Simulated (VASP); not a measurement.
SiNi (rocksalt type), 2 atoms in the cell. It takes space group Fm-3m (No. 225, cubic). The conventional cell has a = 4.363 Å, b = 4.363 Å, c = 4.363 Å, α = 90.00°, β = 90.00°, γ = 90.00°. Ni (site symmetry m-3m) has 6 Si at 2.18 Å within 2.9 Å. Si (site symmetry m-3m) has 6 Ni at 2.18 Å within 2.9 Å. 

- Program: VASP 6.6.1
- Task: single point
- Functional: PBE
- Potentials or basis: VASP PAW PBE potentials, release 64 (Ni, Si)
- Cutoff: 520 eV
- k mesh: 16 × 16 × 16
- Occupations: fermi-dirac, width 0.08 eV
- Spin: no spin polarisation
- Dipole correction: no
- Further INCAR settings: ALGO = Normal; EDIFF = 1e-07; NBANDS = 14

Potentials or basis: VASP PAW PBE potentials, release 64 (Ni, Si).

Launch:

```bash
$ cat potpaw_PBE.64/Ni/POTCAR potpaw_PBE.64/Si/POTCAR > POTCAR
$ mpirun -np 1 vasp_std > vasp.out
```

Hardware: 1 thread of Intel(R) Xeon(R) Platinum 8259CL CPU @ 2.50GHz (Skylake/Cascade Lake), on a shared host.

Estimate the wall time of this run.

Wall time 39 s on 1 thread of Intel(R) Xeon(R) Platinum 8259CL CPU @ 2.50GHz (Skylake/Cascade Lake) (shared host), peak memory 0.17 GiB. Counts: scf iterations 14, k points 145.
